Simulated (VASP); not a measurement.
The system is Hf.

```
Hf
1.0
     3.25940    0.00000    0.00000
    -1.62970    2.82272    0.00000
     0.00000    0.00000    5.15700
Hf
2
Direct
  0.66667 0.33333 0.75000
  0.33333 0.66667 0.25000
```

Base run:

- Program: VASP 6.6.1
- Functional: r2SCAN
- Potentials or basis: VASP PAW PBE potentials, release 64 (Hf_pv)
- Cutoff: 520 eV
- k mesh: 10 × 10 × 5
- Occupations: fermi-dirac, width 0.05 eV
- Spin: no spin polarisation

Its results: band gap on the k mesh zero (band 10 reaches 5.75 eV, above the bottom of band 11 at 3.98 eV); pressure -6.4 GPa.

Problem. The run is repeated on the same cell with these changes: functional from r2SCAN to PBE; further incar settings from ALGO = Normal; EDIFF = 1e-07; NBANDS = 17 to ALGO = Fast; EDIFF = 1e-06; NBANDS = 17. What comes out?

Solution. Band gap on the k mesh zero (band 10 reaches 5.68 eV, above the bottom of band 11 at 4.19 eV); pressure -5.6 GPa.

Caveats: spin-orbit coupling is left out, which moves the levels of the heavy elements; the PAW data sets were made with another functional, which shifts forces and pressure a little (some runs).
